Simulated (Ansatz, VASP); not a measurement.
# Hf: VASP beside Ansatz

```
CELL_PARAMETERS angstrom
3.19670 0.00000 0.00000
-1.59835 2.76842 0.00000
0.00000 0.00000 5.05780
ATOMIC_POSITIONS crystal
Hf 0.66667 0.33333 0.75000
Hf 0.33333 0.66667 0.25000
```

Alike in both runs: functional BLYP; k mesh 6 × 6 × 3; occupations fermi-dirac, width 0.05 eV; no spin polarisation.

```csv
,VASP,Ansatz
version,VASP 6.6.1,Ansatz 0.2.0
potentials or method,"VASP PAW PBE potentials, release 64 (Hf_pv)",Ansatz PAW
plane-wave cutoff (eV),520,420
valence electrons in the cell,20,52
task,single point,band structure
```

VASP gave:

| Quantity | Value |
| --- | --- |
| gap on the k mesh at the Fermi level (eV) | none |
| pressure (GPa) | 4.3 |
| traceless stress, the component that is largest in VASP (GPa) | 0.27 |

Task: Which values does Ansatz return?

Result: gap on the k mesh at the Fermi level (eV): none; pressure (GPa): 4.2; traceless stress, the component that is largest in VASP (GPa): 0.32.

VASP's potentials were made for PBE, not for BLYP. A gap of «none» marks a metal or a gap that the smearing closes. With one functional, cell and mesh, what is left measures potentials, basis and numerics. VASP's potentials hold 20 valence electrons a cell and Ansatz's 52, so a difference there can come from the potentials and not from the codes.

The k mesh is coarse, so the values compare programs but aren't converged. Neither program's run includes spin-orbit coupling.
